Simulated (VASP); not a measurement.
Runs of VASP 6.6.1 on WS2 (pbesol). The structure is that of space group P6_3/mmc (No. 194), or close to it. The cells are those of the table. 

```tsv
cell	k mesh	gap on the mesh (eV)	pressure (GPa)	largest force (eV/Å)
a = 3.113, b = 3.113, c = 11.796 Å, angles 90.0, 90.0, 120.0°, 6 atoms	12 × 12 × 4	0.69	4.4	0.01
a = 3.149, b = 3.149, c = 13.048 Å, angles 90.0, 90.0, 120.0°, 6 atoms	12 × 12 × 4	1.25	-0.2	0.02
a = 3.146, b = 3.146, c = 12.694 Å, angles 90.0, 90.0, 120.0°, 6 atoms	12 × 12 × 2	(a)	0.1	0.02
a = 3.129, b = 3.129, c = 12.065 Å, angles 90.0, 90.0, 120.0°, 6 atoms	12 × 12 × 4	(b)	2.3	0.02
a = 3.140, b = 3.140, c = 12.364 Å, angles 90.0, 90.0, 120.0°, 6 atoms	12 × 12 × 4	(d)	0.9	(c)
```

Alike in all rows: task single point; level PBEsol; potentials or basis VASP PAW PBE potentials, release 64 (W_sv, S); no spin polarisation; cutoff (eV) 500; smearing gaussian 0.02 eV.

Problem. Fill in the values left out.

Solution. (a) 1.11; (b) 0.83; (c) 0.03; (d) 0.97.

Caveats: the PAW data sets were made with another functional, which shifts forces and pressure a little; spin-orbit coupling is left out, which moves the levels of the heavy elements; this functional lacks dispersion, which binds the layers, so the pressure and a relaxed spacing across them are unreliable (some runs).

A k mesh can miss the band edges, and the runs leave out spin-orbit coupling on W.
